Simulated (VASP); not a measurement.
A run of VASP 6.6.1 is set up as follows.

File INCAR:

```
ALGO = Normal
EDIFF = 1E-6
ENCUT = 520
GGA = PE
ISIF = 2
ISMEAR = 0
LASPH = T
LCHARG = F
LREAL = Auto
LUSENCCL = F
LWAVE = F
NBANDS = 126
NELM = 60
PREC = Accurate
SIGMA = 0.05
```

KPOINTS

```
k-points
0
Gamma
  2 2 2
```

POSCAR

```
MgO
1.0
   -4.9616800000      2.8646280000     -4.9828820000
    4.9616800000     -2.8646280000     -4.9828820000
   -4.9616800000     -8.5938830000      4.9828810000
Mg O
24 24
Direct
    0.9989200000      0.8322540000      0.8333330000
    0.4989200000      0.3322540000      0.8333330000
    0.1655860000      0.4989200000      0.6666670000
    0.6655860000      0.9989200000      0.6666670000
    0.3322530000      0.1655870000      0.5000000000
    0.8322530000      0.6655870000      0.5000000000
    0.4989200000      0.8322540000      0.3333330000
    0.9989200000      0.3322540000      0.3333330000
    0.6655860000      0.4989200000      0.1666670000
    0.1655860000      0.9989200000      0.1666670000
    0.8322530000      0.1655870000      0.0000000000
    0.3322530000      0.6655870000      0.0000000000
    0.5822540000      0.7489200000      0.8333330000
    0.0822540000      0.2489200000      0.8333330000
    0.7489200000      0.4155860000      0.6666670000
    0.2489200000      0.9155860000      0.6666670000
    0.9155870000      0.0822530000      0.5000000000
    0.4155870000      0.5822530000      0.5000000000
    0.0822540000      0.7489200000      0.3333330000
    0.5822540000      0.2489200000      0.3333330000
    0.2489200000      0.4155860000      0.1666670000
    0.7489200000      0.9155860000      0.1666670000
    0.4155870000      0.0822530000      0.0000000000
    0.9155870000      0.5822530000      0.0000000000
    0.7987800000      0.6321140000      0.8333330000
    0.2987800000      0.1321140000      0.8333330000
    0.9654460000      0.2987800000      0.6666670000
    0.4654460000      0.7987800000      0.6666670000
    0.1321130000      0.9654470000      0.5000000000
    0.6321130000      0.4654470000      0.5000000000
    0.2987800000      0.6321140000      0.3333330000
    0.7987800000      0.1321140000      0.3333330000
    0.4654460000      0.2987800000      0.1666670000
    0.9654460000      0.7987800000      0.1666670000
    0.6321130000      0.9654470000      0.0000000000
    0.1321130000      0.4654470000      0.0000000000
    0.3821140000      0.5487800000      0.8333330000
    0.8821140000      0.0487800000      0.8333330000
    0.5487800000      0.2154460000      0.6666670000
    0.0487800000      0.7154460000      0.6666670000
    0.7154470000      0.8821130000      0.5000000000
    0.2154470000      0.3821130000      0.5000000000
    0.8821140000      0.5487800000      0.3333330000
    0.3821140000      0.0487800000      0.3333330000
    0.0487800000      0.2154460000      0.1666670000
    0.5487800000      0.7154460000      0.1666670000
    0.2154470000      0.8821130000      0.0000000000
    0.7154470000      0.3821130000      0.0000000000
```

Potentials or basis: VASP PAW PBE potentials, release 64 (Mg, O).

Launch:

```console
$ cat potpaw_PBE.64/Mg/POTCAR potpaw_PBE.64/O/POTCAR > POTCAR
$ mpirun -np 1 vasp_std > vasp.out
```

Q: What does it give for the pressure?

A: 2.9 GPa.

Q: Predict the band gap on the k mesh.

A: 3.46 eV.

Q: What does it give for the largest force?

A: 0.009 eV/Å.

Forces in eV/Å, atoms in the order of the input:
```
Mg   0.000  0.000  0.009
Mg   0.000  0.000  0.009
Mg   0.000  0.000  0.009
Mg   0.000  0.000  0.009
Mg   0.000  0.000  0.009
Mg   0.000  0.000  0.009
Mg   0.000  0.000  0.009
Mg   0.000  0.000  0.009
Mg   0.000  0.000  0.009
Mg   0.000  0.000  0.009
Mg   0.000  0.000  0.009
Mg   0.000  0.000  0.009
Mg   0.000  0.000  0.009
Mg   0.000  0.000  0.009
Mg   0.000  0.000  0.009
Mg   0.000  0.000  0.009
Mg   0.000  0.000  0.009
Mg   0.000  0.000  0.009
Mg   0.000  0.000  0.009
Mg   0.000  0.000  0.009
Mg   0.000  0.000  0.009
Mg   0.000  0.000  0.009
Mg   0.000  0.000  0.009
Mg   0.000  0.000  0.009
O    0.001  0.000 -0.009
O    0.001  0.000 -0.009
O    0.001  0.000 -0.009
O    0.001  0.000 -0.009
O    0.001  0.000 -0.009
O    0.001  0.000 -0.009
O    0.001  0.000 -0.009
O    0.001  0.000 -0.009
O    0.001  0.000 -0.009
O    0.001  0.000 -0.009
O    0.001  0.000 -0.009
O    0.001  0.000 -0.009
O   -0.001  0.000 -0.009
O   -0.001  0.000 -0.009
O   -0.001  0.000 -0.009
O   -0.001  0.000 -0.009
O   -0.001  0.000 -0.009
O   -0.001  0.000 -0.009
O   -0.001  0.000 -0.009
O   -0.001  0.000 -0.009
O   -0.001  0.000 -0.009
O   -0.001  0.000 -0.009
O   -0.001  0.000 -0.009
O   -0.001  0.000 -0.009
```

Caveat: the k points lie up to 0.45 Å⁻¹ apart. Expect the measured gap to be larger: semilocal functionals such as PBE lack the derivative discontinuity.
